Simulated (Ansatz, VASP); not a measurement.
**Two plane-wave programs on Pt**

```
Pt
1.0
    -1.58422    1.58422    1.58422
     1.58422   -1.58422    1.58422
     1.58422    1.58422   -1.58422
Pt
1
Direct
  0.00000 0.00000 0.00000
```

Alike in both runs: task single point; functional LDA; k mesh 8 × 8 × 8; occupations gaussian, width 0.1 eV; no spin polarisation.

```csv
,VASP,Ansatz
version,VASP 6.6.1,Ansatz 0.2.0
potentials or method,"VASP PAW LDA potentials, release 64 (Pt), cutoff 500 eV","scalar-relativistic, plane waves, PAW"
valence electrons in the cell,10,18
```

```tsv
	VASP	Ansatz	Ansatz less VASP
gap on the k mesh at the Fermi level (eV)	none	none	-
pressure (GPa)	-13.8	-14.4	-0.59
```

Ansatz warns that its potentials were made for another functional, while VASP's fit it. LDA's correlation is that of Perdew and Zunger in VASP and of Perdew and Wang (1992) in Ansatz. A gap of «none» marks a metal or a gap that the smearing closes. VASP's potentials hold 10 valence electrons a cell and Ansatz's 18, so a difference there can come from the potentials and not from the codes.

Neither program's run includes spin-orbit coupling.
